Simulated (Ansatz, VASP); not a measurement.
# BaTiO3 in VASP and in Ansatz

```
CELL_PARAMETERS angstrom
5.65473 3.26476 4.63679
-5.65473 3.26476 4.63679
0.00000 -3.26476 2.31839
ATOMIC_POSITIONS crystal
Ba 0.00000 0.00000 0.00000
Ba 0.00000 0.50000 0.00000
Ba 0.50000 0.00000 0.00000
Ba 0.50000 0.50000 0.00000
Ti 0.24225 0.24225 0.48450
Ti 0.24225 0.74225 0.48450
Ti 0.74225 0.24225 0.48450
Ti 0.74225 0.74225 0.48450
O 0.25430 0.25430 0.01750
O 0.00875 0.25430 0.50860
O 0.25430 0.00875 0.50860
O 0.25430 0.75430 0.01750
O 0.00875 0.75430 0.50860
O 0.25430 0.50875 0.50860
O 0.75430 0.25430 0.01750
O 0.50875 0.25430 0.50860
O 0.75430 0.00875 0.50860
O 0.75430 0.75430 0.01750
O 0.50875 0.75430 0.50860
O 0.75430 0.50875 0.50860
```

Alike in both runs: task single point; functional PBEsol; k mesh 2 × 2 × 4; occupations gaussian, width 0.02 eV; no spin polarisation.

|  | VASP | Ansatz |
| --- | --- | --- |
| version | VASP 6.6.1 | Ansatz 0.2.0 |
| potentials or method | VASP PAW PBE potentials, release 64 (Ba_sv, Ti_sv, O), cutoff 600 eV | plane waves, PAW |
| valence electrons in the cell | 160 | 160 |

```tsv
	VASP	Ansatz	Ansatz less VASP
gap on the k mesh at the Fermi level (eV)	2.34	2.39	+0.054
```

VASP's potentials were made for PBE, not for PBEsol. With one functional, cell and mesh, what is left measures potentials, basis and numerics.

Neither program's run includes spin-orbit coupling.
